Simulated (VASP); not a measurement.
# OsSe (F-43m) in VASP: notebook, part 2 of 2

VASP 6.6.1. The steps go on from the part before.

## Step 3: Single point, r2SCAN, collinear spin, ferromagnetic start

POSCAR reads:

```
OsSe
1.0
    0.0000000000      2.7347795838      2.7347795838
    2.7347795838      0.0000000000      2.7347795838
    2.7347795838      2.7347795838      0.0000000000
Os Se
1 1
Direct
    0.0000000000      0.0000000000      0.0000000000
    0.2500000000      0.2500000000      0.2500000000
```

INCAR.step1 reads:

```
ALGO     = Normal         # electronic algorithm
EDIFF    = 1E-4           # SCF threshold, eV
ENCUT    = 520            # plane-wave cutoff, eV
GGA      = PE             # functional
ISMEAR   = 0              # smearing method
ISPIN    = 2              # spin polarisation
LASPH    = True           # aspherical terms in the spheres
LCHARG   = False          # write CHGCAR
LMAXMIX  = 4              # l up to which the mixer works
LREAL    = False          # projectors in reciprocal space
LWAVE    = True           # write WAVECAR
MAGMOM   = 0.5 0          # initial moments
NBANDS   = 18             # bands
NELM     = 150            # most SCF steps
PREC     = Accurate       # precision mode
SIGMA    = 0.05           # smearing width, eV
```

INCAR.step2 reads:

```
ALGO     = Normal         # electronic algorithm
EDIFF    = 1E-6           # SCF threshold, eV
ENCUT    = 520            # plane-wave cutoff, eV
ISIF     = 2              # what is computed and relaxed
ISMEAR   = 0              # smearing method
ISPIN    = 2              # spin polarisation
ISTART   = 1            
LASPH    = True           # aspherical terms in the spheres
LCHARG   = False          # write CHGCAR
LMAXMIX  = 4              # l up to which the mixer works
LMIXTAU  = True         
LORBIT   = 11             # projections on sites
LREAL    = False          # projectors in reciprocal space
LWAVE    = False          # write WAVECAR
MAGMOM   = 0.5 0          # initial moments
METAGGA  = R2SCAN         # meta-GGA
NBANDS   = 18             # bands
NELM     = 150            # most SCF steps
PREC     = Accurate       # precision mode
SIGMA    = 0.05           # smearing width, eV
```

KPOINTS reads:

```
k-points
0
Gamma
  10 10 10
```

Potentials or basis: VASP PAW PBE potentials, release 64 (Os, Se).

Started as:

```
> cat potpaw_PBE.64/Os/POTCAR potpaw_PBE.64/Se/POTCAR > POTCAR
> cp INCAR.step1 INCAR
> mpirun -np 1 vasp_std > vasp.out
> cp INCAR.step2 INCAR
> mpirun -np 1 vasp_std > vasp.out
```

OUTCAR:

```text
EDIFF = 1E-6
   ENCUT = 520
   ISIF = 2
   ISMEAR = 0
   ISPIN = 2
   ISTART = 1
   LASPH = True
   LORBIT = 11
   LREAL = False
   METAGGA = R2SCAN
   NELM = 150
   PREC = Accurate

 ion  position               nearest neighbor table
   1  0.000  0.000  0.000-   2 2.37   2 2.37   2 2.37   2 2.37
   2  0.250  0.250  0.250-   1 2.37   1 2.37   1 2.37   1 2.37

  LATTYP: Found a face centered cubic cell.
 ALAT       =     5.4695591676

  Lattice vectors:

 A1 = (   0.0000000000,   2.7347795838,   2.7347795838)
 A2 = (   2.7347795838,   0.0000000000,   2.7347795838)
 A3 = (   2.7347795838,   2.7347795838,   0.0000000000)

Analysis of symmetry for initial positions (statically):
=====================================================================
 Subroutine PRICEL returns:
 Original cell was already a primitive cell.

 Routine SETGRP: Setting up the symmetry group for a
 face centered cubic supercell.

 Subroutine GETGRP returns: Found 24 space group operations
 (whereof 24 operations were pure point group operations)
 out of a pool of 48 trial point group operations.

The static configuration has the point symmetry T_d .

Analysis of symmetry for dynamics (positions and initial velocities):
=====================================================================
 Subroutine PRICEL returns:
 Original cell was already a primitive cell.

 Routine SETGRP: Setting up the symmetry group for a
 face centered cubic supercell.

 Subroutine GETGRP returns: Found 24 space group operations
 (whereof 24 operations were pure point group operations)
 out of a pool of 48 trial point group operations.

The dynamic configuration has the point symmetry T_d .

Analysis of structural, dynamic, and magnetic symmetry:
=====================================================================
 Subroutine PRICEL returns:
 Original cell was already a primitive cell.

 Routine SETGRP: Setting up the symmetry group for a
 face centered cubic supercell.

 Subroutine GETGRP returns: Found 24 space group operations
 (whereof 24 operations were pure point group operations)
[... 142 lines left out ...]

 Free energy of the ion-electron system (eV)
  ---------------------------------------------------
  ext. energy  EPLUGINS =         0.00000000
  ---------------------------------------------------
  free energy    TOTEN  =       -66.07517396 eV

  energy without entropy =      -66.07291398  energy(sigma->0) =      -66.07404397

 E-fermi :   5.5688     XC(G=0): -11.4677

 val. band max:        5.5591493073   @ k =   0.5000   0.4000   0.0000
 cond. band min:       5.5740269581   @ k =  -0.4000   0.4000   0.0000
 fundamental gap:      0.0148776508
 Fermi energy:         5.5687772212

 spin component 1

 k-point     1 :       0.0000    0.0000    0.0000
  band No.  band energies     occupation
      1     -11.0389      1.00000
      2      -0.8321      1.00000
      3      -0.8321      1.00000
      4      -0.8321      1.00000
      5       3.3739      1.00000
      6       3.3739      1.00000
[... 493 lines left out ...]
     17      23.4853      0.00000
     18      23.8080      0.00000

 [... further k-points ...]

 spin component 2

 k-point     1 :       0.0000    0.0000    0.0000
  band No.  band energies     occupation
      1     -11.0347      1.00000
      2      -0.7708      1.00000
      3      -0.7708      1.00000
      4      -0.7708      1.00000
      5       3.4065      1.00000
      6       3.4065      1.00000
[... 493 lines left out ...]
     17      23.5075      0.00000
     18      23.8342      0.00000

 [... further k-points ...]
[... 5 lines left out ...]
  --------------------------------------------------------------------------------------
  -------------------------------------------------------------------------------------
  Total        0.1586166      0.1586166      0.1586166     -0.0000000     -0.0000000     -0.0000000
  in kB        6.2124404      6.2124404      6.2124404     -0.0000000     -0.0000000     -0.0000000
  external PRESSURE =       6.2124404 kB  Pullay stress =       0.0000000 kB

 VOLUME and BASIS-vectors are now :
 -----------------------------------------------------------------------------
  energy-cutoff  :      520.00
  volume of cell :       40.91
      direct lattice vectors                 reciprocal lattice vectors
     0.000000000  2.734779584  2.734779584    -0.182830091  0.182830091  0.182830091
     2.734779584  0.000000000  2.734779584     0.182830091 -0.182830091  0.182830091
     2.734779584  2.734779584  0.000000000     0.182830091  0.182830091 -0.182830091

 POSITION                                       TOTAL-FORCE (eV/Angst)
 -----------------------------------------------------------------------------------
      0.00000      0.00000      0.00000         0.000000      0.000000      0.000000
      1.36739      1.36739      1.36739        -0.000000     -0.000000     -0.000000
 -----------------------------------------------------------------------------------
    total drift:                                0.000000      0.000000      0.000000

  FREE ENERGIE OF THE ION-ELECTRON SYSTEM (eV)
  ---------------------------------------------------
  free  energy   TOTEN  =       -66.0751739642 eV

  energy  without entropy=      -66.0729139765  energy(sigma->0) =      -66.07404397

 total charge

# of ion       s       p       d       tot
------------------------------------------
    1        0.591   0.483   6.303   7.377
    2        1.416   2.368   0.206   3.990
--------------------------------------------------
tot          2.006   2.852   6.509  11.367

 magnetization (x)

# of ion       s       p       d       tot
------------------------------------------
    1        0.002   0.004   0.116   0.122
    2        0.002  -0.004   0.001  -0.002
--------------------------------------------------
tot          0.004  -0.001   0.117   0.120
```

OSZICAR.step1:

```text
N       E                     dE             d eps       ncg     rms          rms(c)
DAV:   1     0.732526685875E+02    0.73253E+02   -0.57321E+03  3432   0.655E+02
DAV:   2    -0.931218167787E+01   -0.82565E+02   -0.69681E+02  3578   0.183E+02
DAV:   3    -0.136152613430E+02   -0.43031E+01   -0.42373E+01  4410   0.397E+01
DAV:   4    -0.136374961336E+02   -0.22235E-01   -0.22220E-01  3894   0.319E+00
DAV:   5    -0.136375882653E+02   -0.92132E-04   -0.92129E-04  4274   0.215E-01    0.151E+01
DAV:   6    -0.134391962176E+02    0.19839E+00   -0.41851E-01  4626   0.446E+00    0.731E+00
DAV:   7    -0.133986122736E+02    0.40584E-01   -0.51879E-02  3704   0.169E+00    0.369E+00
DAV:   8    -0.133899408963E+02    0.86714E-02   -0.12867E-02  3838   0.694E-01    0.422E-01
DAV:   9    -0.133898388314E+02    0.10206E-03   -0.46371E-04  3786   0.139E-01    0.212E-01
DAV:  10    -0.133898983068E+02   -0.59475E-04   -0.16107E-04  3528   0.688E-02
   1 F= -.13389898E+02 E0= -.13388075E+02  d E =-.364701E-02  mag=     0.0287
```

Run time: 1.9 min. Hardware: 1 thread of Intel Xeon 6975P-C (Granite Rapids), shared host; peak memory 0.23 GiB.

Results:

- Free energy: -66.0752 eV
- Pressure: 0.6 GPa
- Net moment: 0.13 μB per cell
- Site moments: Os +0.12; Se -0.00 μB
- Valence electrons inside the program's atomic spheres: Os 7.38; Se 3.99

Levels at points of the mesh, in eV from the Fermi level:
Spin up:
```tsv
k point	band 4	band 5	band 6	band 7	band 8	band 9	band 10	band 11
(0.00, 0.00, 0.00)	-6.40	-2.19	-2.19	1.21	4.09	4.09	4.09	7.40
(0.50, 0.00, 0.00)	-5.97	-1.83	-1.83	-1.58	1.59	1.59	3.54	9.18
(0.50, 0.50, 0.00)	-5.06	-2.70	-1.79	-1.39	-0.51	-0.51	6.13	6.89
```
Spin down:
| k point | band 3 | band 4 | band 5 | band 6 | band 7 | band 8 | band 9 | band 10 | band 11 | band 12 |
| --- | --- | --- | --- | --- | --- | --- | --- | --- | --- | --- |
| (0.00, 0.00, 0.00) | -6.34 | -6.34 | -2.16 | -2.16 | 1.24 | 4.19 | 4.19 | 4.19 | 7.43 | 7.43 |
| (0.50, 0.00, 0.00) | -5.92 | -5.92 | -1.78 | -1.78 | -1.45 | 1.68 | 1.68 | 3.58 | 9.21 | 9.21 |
| (0.50, 0.50, 0.00) | -5.03 | -5.03 | -2.59 | -1.75 | -1.36 | -0.38 | -0.38 | 6.19 | 6.93 | 11.16 |

Caveat: the PAW data sets were made with another functional, which shifts forces and pressure a little; spin-orbit coupling is left out, which moves the levels of the heavy elements.
